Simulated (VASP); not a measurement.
# TiAl in VASP: further runs, part 2 of 2

VASP 6.6.1.

## Step 3: Single point, LDA (volume scaled by 1.04)

Input file INCAR:

```
SYSTEM = TiAl
ALGO = Normal ; EDIFF = 1E-7
ENCUT = 520 ; GGA = CA
ISIF = 2 ; ISMEAR = -1
LASPH = .True. ; LCHARG = .False.
LREAL = .False. ; LWAVE = .False.
NBANDS = 14 ; NELM = 80
PREC = Accurate ; SIGMA = 0.05
```

Input file KPOINTS:

```
k-points
0
Gamma
  11 11 6
  0 0 0
```

Input file POSCAR:

```
TiAl
1.0
    2.9049936943      0.0000000000      0.0000000000
   -1.4524968471      2.5157983370      0.0000000000
    0.0000000000      0.0000000000      4.7396437833
Ti Al
1 1
Direct
    0.0000000000      0.0000000000      0.0000000000
    0.3333333333      0.6666666667      0.5000000000
```

Potentials or basis: VASP PAW LDA potentials, release 64 (Ti_sv, Al).

On the command line:

```console
$ cat potpaw_LDA.64/Ti_sv/POTCAR potpaw_LDA.64/Al/POTCAR > POTCAR
$ mpirun -np 1 vasp_std > vasp.out
```

OUTCAR:

```text
SYSTEM = TiAl
   EDIFF = 1E-7
   ENCUT = 520
   GGA = CA
   ISIF = 2
   ISMEAR = -1
   LASPH = .True.
   LREAL = .False.
   NELM = 80
   PREC = Accurate

 ion  position               nearest neighbor table
   1  0.000  0.000  0.000-   2 2.90   2 2.90   2 2.90   2 2.90   2 2.90   2 2.90
   2  0.333  0.667  0.500-   1 2.90   1 2.90   1 2.90   1 2.90   1 2.90   1 2.90

  LATTYP: Found a hexagonal cell.
 ALAT       =     2.9049936943
 C/A-ratio  =     1.6315504549

  Lattice vectors:

 A1 = (   2.9049936943,   0.0000000000,   0.0000000000)
 A2 = (  -1.4524968471,   2.5157983370,   0.0000000000)
 A3 = (   0.0000000000,   0.0000000000,   4.7396437833)

Analysis of symmetry for initial positions (statically):
=====================================================================
 Subroutine PRICEL returns:
 Original cell was already a primitive cell.

 Routine SETGRP: Setting up the symmetry group for a
 hexagonal supercell.

 Subroutine GETGRP returns: Found 12 space group operations
 (whereof 12 operations were pure point group operations)
 out of a pool of 24 trial point group operations.

The static configuration has the point symmetry D_3h.

Analysis of symmetry for dynamics (positions and initial velocities):
=====================================================================
 Subroutine PRICEL returns:
 Original cell was already a primitive cell.

 Routine SETGRP: Setting up the symmetry group for a
 hexagonal supercell.

 Subroutine GETGRP returns: Found 12 space group operations
 (whereof 12 operations were pure point group operations)
 out of a pool of 24 trial point group operations.

The dynamic configuration has the point symmetry D_3h.

 Subroutine INISYM returns: Found 12 space group operations
 (whereof 12 operations are pure point group operations),
 and found     1 'primitive' translations

----------------------------------------------------------------------------------------

                                     Primitive cell

[... 114 lines left out ...]
   LORBIT       =      0    0 simple, 1 ext, 2 COOP (PROOUT), +10 PAW based schemes
   GGA     = CA    functional components
   LHFCALC =     F    Hartree Fock is set to
   AEXX    =    0.0000 exact exchange contribution
   IVDW    =     0    specifies the selected vdW correction
   LEPSILON=     F    determine dielectric tensor
   LRPA    =     F    only Hartree local field effects (RPA)
 non-spin polarized calculation
  energy-cutoff  :      520.00
  volume of cell :       34.64
 maximum number of plane-waves:       966
 NGX is ok and might be reduce to    24
   NGX = 11   NGY = 11   NGZ = 17

 number of electron      14.9999996 magnetization

 Free energy of the ion-electron system (eV)
  ---------------------------------------------------
  ext. energy  EPLUGINS =         0.00000000
  ---------------------------------------------------
  free energy    TOTEN  =       -13.15586397 eV

  energy without entropy =      -13.13126512  energy(sigma->0) =      -13.14356455

 E-fermi :   7.2271     XC(G=0): -10.9861

 val. band max:        7.1980568945   @ k =   0.3636   0.0909   0.5000
 cond. band min:       7.2276026104   @ k =   0.4545   0.0909   0.3333
 fundamental gap:      0.0295457159
 Fermi energy:         7.2271154238

 k-point     1 :       0.0000    0.0000    0.0000
  band No.  band energies     occupation
      1     -48.6782      2.00000
      2     -25.3730      2.00000
      3     -24.9903      2.00000
      4     -24.9903      2.00000
      5      -1.4438      2.00000
      6       5.0000      2.00000
      7       5.5112      2.00000
      8       8.4310      0.00000
      9       8.4310      0.00000
     10       9.8206      0.00000
     11       9.8206      0.00000
     12      10.9210      0.00000
     13      19.7211      0.00000
     14      19.7211      0.00000
[... 377 lines left out ...]
      1     -48.6380      2.00000
      2     -25.3342      2.00000
      3     -25.2314      2.00000
      4     -25.0569      2.00000
      5       0.0589      2.00000
      6       4.9473      2.00000
      7       6.7152      1.99993
      8       7.5161      0.00615
      9       9.3432      0.00000
     10       9.4827      0.00000
     11       9.5835      0.00000
     12      12.2192      0.00000
     13      13.5899      0.00000
     14      15.0014      0.00000

 [... further k-points ...]
[... 5 lines left out ...]
  --------------------------------------------------------------------------------------
  -------------------------------------------------------------------------------------
  Total       -1.9049839     -1.9049839     -2.2986558     -0.0000000     -0.0000000      0.0000000
  in kB      -88.1120240    -88.1120240   -106.3206938     -0.0000000     -0.0000000      0.0000000
  external PRESSURE =     -94.1815806 kB  Pullay stress =       0.0000000 kB

 VOLUME and BASIS-vectors are now :
 -----------------------------------------------------------------------------
  energy-cutoff  :      520.00
  volume of cell :       34.64
      direct lattice vectors                 reciprocal lattice vectors
     2.904993694  0.000000000  0.000000000     0.344234826  0.198744070  0.000000000
    -1.452496847  2.515798337  0.000000000     0.000000000  0.397488139  0.000000000
     0.000000000  0.000000000  4.739643783     0.000000000  0.000000000  0.210986320

 POSITION                                       TOTAL-FORCE (eV/Angst)
 -----------------------------------------------------------------------------------
      0.00000      0.00000      0.00000        -0.000000     -0.000000      0.000000
     -0.00000      1.67720      2.36982         0.000000      0.000000      0.000000
 -----------------------------------------------------------------------------------
    total drift:                                0.000000     -0.000000      0.000000

  FREE ENERGIE OF THE ION-ELECTRON SYSTEM (eV)
  ---------------------------------------------------
  free  energy   TOTEN  =       -13.1558639692 eV

  energy  without entropy=      -13.1312651242  energy(sigma->0) =      -13.14356455
```

OSZICAR:

```text
N       E                     dE             d eps       ncg     rms          rms(c)
DAV:   1     0.964025285140E+02    0.96403E+02   -0.70746E+03  1792   0.107E+03
DAV:   2    -0.898101491291E+01   -0.10538E+03   -0.10139E+03  1834   0.295E+02
DAV:   3    -0.146267193959E+02   -0.56457E+01   -0.55316E+01  2780   0.649E+01
DAV:   4    -0.147695461430E+02   -0.14283E+00   -0.14268E+00  2022   0.909E+00
DAV:   5    -0.147753504254E+02   -0.58043E-02   -0.58038E-02  2750   0.170E+00    0.882E+00
DAV:   6    -0.135260238517E+02    0.12493E+01   -0.65374E+00  2056   0.301E+01    0.394E+00
DAV:   7    -0.131960219303E+02    0.33000E+00   -0.96202E-01  1954   0.111E+01    0.186E+00
DAV:   8    -0.131631184022E+02    0.32904E-01   -0.17490E-01  1990   0.457E+00    0.866E-01
DAV:   9    -0.131593326392E+02    0.37858E-02   -0.58240E-02  1960   0.337E+00    0.415E-01
DAV:  10    -0.131557883500E+02    0.35443E-02   -0.81696E-03  2008   0.109E+00    0.604E-02
DAV:  11    -0.131558877412E+02   -0.99391E-04   -0.80277E-04  2534   0.248E-01    0.580E-02
DAV:  12    -0.131558768466E+02    0.10895E-04   -0.36201E-05  2052   0.547E-02    0.387E-02
DAV:  13    -0.131558643929E+02    0.12454E-04   -0.23607E-05  2098   0.571E-02    0.106E-02
DAV:  14    -0.131558640031E+02    0.38986E-06   -0.15801E-06  2032   0.122E-02    0.322E-03
DAV:  15    -0.131558639692E+02    0.33896E-07   -0.13777E-07  1978   0.347E-03
   1 F= -.13155864E+02 E0= -.13143565E+02  d E =-.245988E-01
```

It took 50 s on 1 thread of Intel Xeon 8259CL, shared host; peak memory 0.16 GiB.

What came out:

* Free energy: -13.1559 eV
* Pressure: -9.4 GPa

Stress tensor (GPa, compression positive):
```
 -8.81   0.00   0.00
  0.00  -8.81   0.00
  0.00   0.00 -10.63
```

Levels at points of the mesh, in eV from the Fermi level:
```csv
k point,band 3,band 4,band 5,band 6,band 7,band 8,band 9,band 10,band 11,band 12
"(0.00, 0.00, 0.00)",-32.22,-32.22,-8.67,-2.23,-1.72,1.20,1.20,2.59,2.59,3.69
"(0.00, 0.00, 0.50)",-32.22,-32.22,-7.82,-5.10,-0.40,1.22,1.22,2.52,2.52,6.69
```

Caveat: the cell differs from its parent crystal (volume scaled by 1.04).

## Step 4: Single point, r2SCAN

This run uses another cell than the first one, of 16.65 Å³/atom, 0.980 times its volume.

Input file POSCAR:

```
TiAl
1.0
    2.8672622327      0.0000000000      0.0000000000
   -1.4336311163      2.4831219328      0.0000000000
    0.0000000000      0.0000000000      4.6780830000
Ti Al
1 1
Direct
   -0.0097550000      0.0048560000      0.0113100000
    0.3481230000      0.6626870000      0.5163250000
```

Input file INCAR.step1:

```
  ALGO = Normal
  EDIFF = 1E-4
  ENCUT = 520
  GGA = PE
  ISMEAR = -1
  LASPH = True
  LCHARG = False
  LREAL = False
  LWAVE = True
  NBANDS = 14
  NELM = 100
  PREC = Accurate
  SIGMA = 0.05
```

Input file INCAR.step2:

```
  ALGO = Normal
  EDIFF = 1E-6
  ENCUT = 520
  ISIF = 2
  ISMEAR = -1
  ISTART = 1
  LASPH = True
  LCHARG = False
  LMIXTAU = True
  LREAL = False
  LWAVE = False
  METAGGA = R2SCAN
  NBANDS = 14
  NELM = 100
  PREC = Accurate
  SIGMA = 0.05
```

Input file KPOINTS:

```
k-points
0
Gamma
  15 15 8
```

Potentials or basis: VASP PAW PBE potentials, release 64 (Ti_sv, Al).

On the command line:

```console
$ cat potpaw_PBE.64/Ti_sv/POTCAR potpaw_PBE.64/Al/POTCAR > POTCAR
$ cp INCAR.step1 INCAR
$ mpirun -np 1 vasp_std > vasp.out
$ cp INCAR.step2 INCAR
$ mpirun -np 1 vasp_std > vasp.out
```

Wall time 7.2 min (1 thread of Intel Xeon 6975P-C (Granite Rapids), shared host); peak memory 0.52 GiB.

It converged, with:

- Free energy: -20.2318 eV
- Pressure: -0.9 GPa
- Largest force: 0.240 eV/Å

Forces on the atoms (eV/Å):
```
Ti   0.163 -0.029  0.173
Al  -0.163  0.029 -0.173
```

Stress tensor (GPa, compression positive):
```
-0.73  1.46  0.08
 1.46  0.09 -0.01
 0.08 -0.01 -2.09
```

Levels at points of the mesh, in eV from the Fermi level:
```csv
k point,band 5,band 6,band 7,band 8,band 9,band 10,band 11,band 12
"(0.00, 0.00, 0.00)",-9.44,-2.43,-2.08,1.43,1.44,3.04,3.09,4.21
"(0.00, 0.00, 0.50)",-8.51,-5.63,-0.43,1.44,1.45,2.97,3.01,7.11
```

Caveat: the PAW data sets were made with another functional, which shifts forces and pressure a little.

## Step 5: The runs side by side

| level | potentials or basis | cell | k mesh | gap on the mesh (eV) | pressure (GPa) |
| --- | --- | --- | --- | --- | --- |
| LDA | VASP PAW LDA potentials, release 64 (Ti_sv, Al) | a = 2.886, b = 2.886, c = 4.709 Å, angles 90.0, 90.0, 120.0°, 2 atoms | 11 × 11 × 6 | none | -7.8 |
| LDA | VASP PAW LDA potentials, release 64 (Ti_sv, Al) | a = 2.905, b = 2.905, c = 4.740 Å, angles 90.0, 90.0, 120.0°, 2 atoms | 11 × 11 × 6 | none | -9.4 |
| r2SCAN | VASP PAW PBE potentials, release 64 (Ti_sv, Al) | a = 2.867, b = 2.867, c = 4.678 Å, angles 90.0, 90.0, 120.0°, 2 atoms | 15 × 15 × 8 | none | -0.9 |

Alike in all rows: task single point; no spin polarisation; cutoff (eV) 520; smearing fermi-dirac 0.05 eV.

Caveats: the PAW data sets were made with another functional, which shifts forces and pressure a little (some runs).

Absolute energies hang on the potentials; compare differences alone.
